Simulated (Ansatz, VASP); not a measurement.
# Two plane-wave programs on Sn

File INCAR:

```
PREC     = Accurate       # precision mode
ENCUT    = 520            # plane-wave cutoff, eV
EDIFF    = 1E-7           # SCF threshold, eV
ISMEAR   = 0              # smearing method
SIGMA    = 0.15           # smearing width, eV
LREAL    = False          # projectors in reciprocal space
LASPH    = True           # aspherical terms in the spheres
NELM     = 60             # most SCF steps
ALGO     = Fast           # electronic algorithm
ISIF     = 2              # what is computed and relaxed
LWAVE    = False          # write WAVECAR
LCHARG   = False          # write CHGCAR
GGA      = PE             # functional
IVDW     = 12             # dispersion correction
NBANDS   = 13             # bands
```

KPOINTS

```
regular mesh
0
Gamma
  24 24 24
```

File POSCAR:

```
Sn
1.0
   -1.7544065426      1.7633867648      2.1674907457
    1.7544065426     -1.7633867648      2.1674907457
    1.7544065426      1.7633867648     -2.1674907457
Sn
1
Direct
    0.0000000000      0.0000000000      0.0000000000
```

Input for Ansatz:

```yaml
crystal:
  lattice:
    - [-1.7544065426, 1.7633867648, 2.1674907457]
    - [1.7544065426, -1.7633867648, 2.1674907457]
    - [1.7544065426, 1.7633867648, -2.1674907457]
  atoms:
    - { symbol: Sn, position: [0.0, 0.0, 0.0] }
basis:
  ecutwfc: 420
kpoints:
  mp_grid: { grid: [24, 24, 24] }
hamiltonian:
  xc: pbe
  dispersion: d3bj
scf:
  occupations: { method: gaussian, width: 0.15 }
output:
  forces: true
  stress: true
  eigenvalues: true
```

Change from the starting cell: strain +0.0050 x Voigt [0, 1, 0, 0, 0, 0], atoms carried along.

Alike in both runs: task single point; functional PBE; dispersion D3(BJ); k mesh 24 × 24 × 24; occupations gaussian, width 0.15 eV; no spin polarisation.

|  | VASP | Ansatz |
| --- | --- | --- |
| version | VASP 6.6.1 | Ansatz 0.2.0 |
| potentials or method | VASP PAW PBE potentials, release 64 (Sn_d), cutoff 520 eV | scalar-relativistic, plane waves, PAW |
| valence electrons in the cell | 14 | 14 |

```tsv
	VASP	Ansatz	Ansatz less VASP
gap on the k mesh at the Fermi level (eV)	none	none	-
pressure (GPa)	-0.3	-0.3	+0.06
```

A gap of «none» marks a metal or a gap that the smearing closes.
